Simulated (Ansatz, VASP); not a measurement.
**C: VASP beside Ansatz**

```xyz
4
Lattice="2.4531 0.0000 0.0000 -1.2265 2.1244 0.0000 0.0000 0.0000 4.1190" Properties=species:S:1:pos:R:3 pbc="T T T"
C     0.0000    1.4163    0.0004
C     1.2265    0.7081    2.0599
C     0.0000    1.4163    1.5401
C     1.2265    0.7081    3.5996
```

Change from the starting cell: strained cell.

Alike in both runs: functional PBEsol; k mesh 9 × 9 × 6; occupations gaussian, width 0.02 eV; no spin polarisation.

Ansatz relaxed the structure, and its values are those at the end. VASP's run is a single point on that final structure, the one shown.

|  | VASP | Ansatz |
| --- | --- | --- |
| version | VASP 6.6.1 | Ansatz 0.2.0 |
| potentials or method | VASP PAW PBE potentials, release 64 (C), cutoff 520 eV | scalar-relativistic, plane waves, PAW |
| valence electrons in the cell | 16 | 16 |

|  | VASP | Ansatz | Ansatz less VASP |
| --- | --- | --- | --- |
| gap on the k mesh at the Fermi level (eV) | 2.81 | 2.83 | +0.021 |
| least direct gap on the mesh (eV) | 5.07 | 5.08 | +0.008 |
| pressure (GPa) | 24.4 | 23.0 | -1.41 |
| rms of the force components (eV/Å) | 0.005 | 0.000 | -0.0048 |

VASP's potentials were made for PBE, not for PBEsol, and Ansatz warns of the same on its side. With one functional, cell and mesh, what is left measures potentials, basis and numerics. Ansatz's warnings: stress scf threshold loose.
